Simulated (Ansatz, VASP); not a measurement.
AlGa3O6 in VASP and in Ansatz

File INCAR:

```
ALGO = Normal ; EDIFF = 1E-6
ENCUT = 600 ; GGA = PE
GGA_COMPAT = F ; ISIF = 2
ISMEAR = 0 ; LASPH = T
LCHARG = F ; LREAL = F
LWAVE = F ; NBANDS = 50
NELM = 120 ; PREC = Accurate
SIGMA = 0.02
```

KPOINTS

```
k-points
0
Gamma
  10 6 4
```

Contents of POSCAR:

```
AlGa3O6
1.0
    3.0539694152      0.0014369749      0.0008283877
    0.5814366977      4.9211234260      0.0026393699
    0.4425479311      1.5065093418      7.8727351001
Al Ga O
1 3 6
Direct
    0.6227234983      0.3322610788      0.1004363428
    0.2858723093      0.9601826542      0.8421445987
    0.2119247851      0.8020026961      0.2829990275
    0.7520795106      0.4813864949      0.6453606942
    0.7161023388      0.6966687663      0.4087909370
    0.3692943005      0.6788769450      0.0792257496
    0.2904606365      0.2743488809      0.6341708912
    0.8178226582      0.7627536813      0.7627723405
    0.7336465246      0.1775569356      0.9201647663
    0.1314733982      0.1906618571      0.2122347024
```

Input for Ansatz:

```yaml
crystal:
  lattice:
    - [3.0539694152, 0.0014369749, 0.0008283877]
    - [0.5814366977, 4.921123426, 0.0026393699]
    - [0.4425479311, 1.5065093418, 7.8727351001]
  atoms:
    - { symbol: Al, position: [0.6227234983, 0.3322610788, 0.1004363428] }
    - { symbol: Ga, position: [0.2858723093, 0.9601826542, 0.8421445987] }
    - { symbol: Ga, position: [0.2119247851, 0.8020026961, 0.2829990275] }
    - { symbol: Ga, position: [0.7520795106, 0.4813864949, 0.6453606942] }
    - { symbol: O, position: [0.7161023388, 0.6966687663, 0.408790937] }
    - { symbol: O, position: [0.3692943005, 0.678876945, 0.0792257496] }
    - { symbol: O, position: [0.2904606365, 0.2743488809, 0.6341708912] }
    - { symbol: O, position: [0.8178226582, 0.7627536813, 0.7627723405] }
    - { symbol: O, position: [0.7336465246, 0.1775569356, 0.9201647663] }
    - { symbol: O, position: [0.1314733982, 0.1906618571, 0.2122347024] }
basis:
  ecutwfc: 420
kpoints:
  mp_grid: { grid: [10, 6, 4] }
  band_path: { path: [VBM, CBM], npoints: 2 }
hamiltonian:
  xc: pbe
scf:
  occupations: { method: gaussian, width: 0.02 }
output:
  forces: false
  stress: false
  eigenvalues: true
checkpoint:
  read: start.run
  write: ck
  compress: false
  write_wavefunctions: false
  write_every: 100000
```

Alike in both runs: task single point; functional PBE; k mesh 10 × 6 × 4; occupations gaussian, width 0.02 eV; no spin polarisation.

|  | VASP | Ansatz |
| --- | --- | --- |
| version | VASP 6.6.1 | Ansatz 0.2.0 |
| potentials or method | VASP PAW PBE potentials, release 64 (Al, Ga_d, O), cutoff 600 eV | scalar-relativistic, plane waves, PAW |
| valence electrons in the cell | 78 | 78 |

|  | VASP | Ansatz | Ansatz less VASP |
| --- | --- | --- | --- |
| gap on the k mesh at the Fermi level (eV) | 2.42 | 2.43 | +0.018 |
| least direct gap on the mesh (eV) | 2.43 | 2.45 | +0.019 |
